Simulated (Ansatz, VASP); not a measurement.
**SnSe in VASP and in Ansatz**

INCAR

```
SYSTEM = SnSe
PREC = Accurate
ENCUT = 520
EDIFF = 1E-8
ISMEAR = -1
SIGMA = 0.05
LREAL = .FALSE.
LASPH = .TRUE.
NELM = 60
ALGO = Normal
ISIF = 2
LWAVE = .FALSE.
LCHARG = .FALSE.
GGA = PE
LEFG = .TRUE.
NBANDS = 17
```

The input KPOINTS:

```
regular mesh
0
G
  12 12 12
  0 0 0
```

Contents of POSCAR:

```
SnSe
1.0
    0.0000000000      3.3546901734      3.3546901734
    3.3546901734      0.0000000000      3.3546901734
    3.3546901734      3.3546901734      0.0000000000
Sn Se
1 1
Direct
    0.0000000000      0.0000000000      0.0000000000
    0.2500000000      0.2500000000      0.2500000000
```

Input for Ansatz:

```yaml
crystal:
  lattice:
    - [0.0, 3.3546901734, 3.3546901734]
    - [3.3546901734, 0.0, 3.3546901734]
    - [3.3546901734, 3.3546901734, 0.0]
  atoms:
    - { symbol: Sn, position: [0.0, 0.0, 0.0] }
    - { symbol: Se, position: [0.25, 0.25, 0.25] }
kpoints:
  mp_grid: { grid: [12, 12, 12] }
scf:
  occupations: { method: fermi_dirac, width: 0.05 }
hamiltonian:
  xc: pbe
  pseudopotentials: { kind: paw }
output:
  forces: true
  stress: true
  eigenvalues: true
  efg: { contact_densities: true }
```

Change from the starting cell: volume scaled by 0.97, PAW files.

Alike in both runs: task electric field gradients; functional PBE; k mesh 12 × 12 × 12; occupations fermi-dirac, width 0.05 eV; no spin polarisation.

|  | VASP | Ansatz |
| --- | --- | --- |
| version | VASP 6.6.1 | Ansatz 0.2.0 |
| potentials or method | VASP PAW PBE potentials, release 64 (Sn_d, Se) | PAW with Ansatz's default frozen-core files, scalar-relativistic |
| plane-wave cutoff (eV) | 520 | 420 |
| valence electrons in the cell | 20 | 30 |

|  | VASP | Ansatz | Ansatz less VASP |
| --- | --- | --- | --- |
| pressure (GPa) | 1.0 | 1.0 | 0.00 |

VASP's potentials hold 20 valence electrons a cell and Ansatz's 30, so a difference there can come from the potentials and not from the codes.
